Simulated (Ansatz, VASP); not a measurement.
# Si2Ge in VASP and in Ansatz

```
Si Ge
1.0
     2.86861    0.00000    0.00000
    -1.43431    2.48429    0.00000
     0.00000    0.00000   13.70355
Si Ge
4 2
Direct
  0.33333 0.66667 0.00000
  0.66667 0.33333 0.84547
  0.66667 0.33333 0.15453
  0.66667 0.33333 0.50000
  0.33333 0.66667 0.67033
  0.33333 0.66667 0.32967
```

Alike in both runs: functional PBE; k mesh 12 × 12 × 4; occupations gaussian, width 0.1 eV; no spin polarisation.

Ansatz relaxed the structure, and its values are those at the end. VASP's run is a single point on that final structure, the one shown.

|  | VASP | Ansatz |
| --- | --- | --- |
| version | VASP 6.6.1 | Ansatz 0.2.0 |
| potentials or method | VASP PAW PBE potentials, release 64 (Si, Ge_d), cutoff 520 eV | scalar-relativistic, plane waves, PAW |
| valence electrons in the cell | 44 | 44 |

```csv
,VASP,Ansatz,Ansatz less VASP
gap on the k mesh at the Fermi level (eV),none,none,-
pressure (GPa),0.0,0.0,+0.03
```

A gap of «none» marks a metal or a gap that the smearing closes. The functional is the same, so the differences come from potentials, cutoffs and numerics.
